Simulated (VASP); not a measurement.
A run of VASP 6.6.1:

INCAR

```
  PREC = Accurate
  ENCUT = 520
  EDIFF = 1E-6
  ISMEAR = -1
  SIGMA = 0.05
  LREAL = F
  LASPH = T
  NELM = 100
  ALGO = Normal
  ISIF = 2
  LWAVE = F
  LCHARG = T
  GGA = PE
  LELF = T
  LVHAR = T
  NBANDS = 16
```

File KPOINTS:

```
Automatic mesh
0
Gamma
  13 13 13
```

File POSCAR:

```
TiN
1.0
    0.0000000000      2.1499242549      2.1499242549
    2.1499242549      0.0000000000      2.1499242549
    2.1499242549      2.1499242549      0.0000000000
Ti N
1 1
Direct
    0.0000000000      0.0000000000      0.0000000000
    0.5000000000      0.5000000000      0.5000000000
```

Potentials or basis: VASP PAW PBE potentials, release 64 (Ti_sv, N).

The run is started by

```console
$ cat potpaw_PBE.64/Ti_sv/POTCAR potpaw_PBE.64/N/POTCAR > POTCAR
$ mpirun -np 1 vasp_std > vasp.out
```

Hardware: 1 thread of Intel(R) Xeon(R) Platinum 8488C (Sapphire Rapids), with other jobs on the host.

Question: How long does it take, and how much memory?

Answer: Wall time 25 s on 1 thread of Intel(R) Xeon(R) Platinum 8488C (Sapphire Rapids) (shared host), peak memory 0.15 GiB. Counts: scf iterations 15, k points 84.
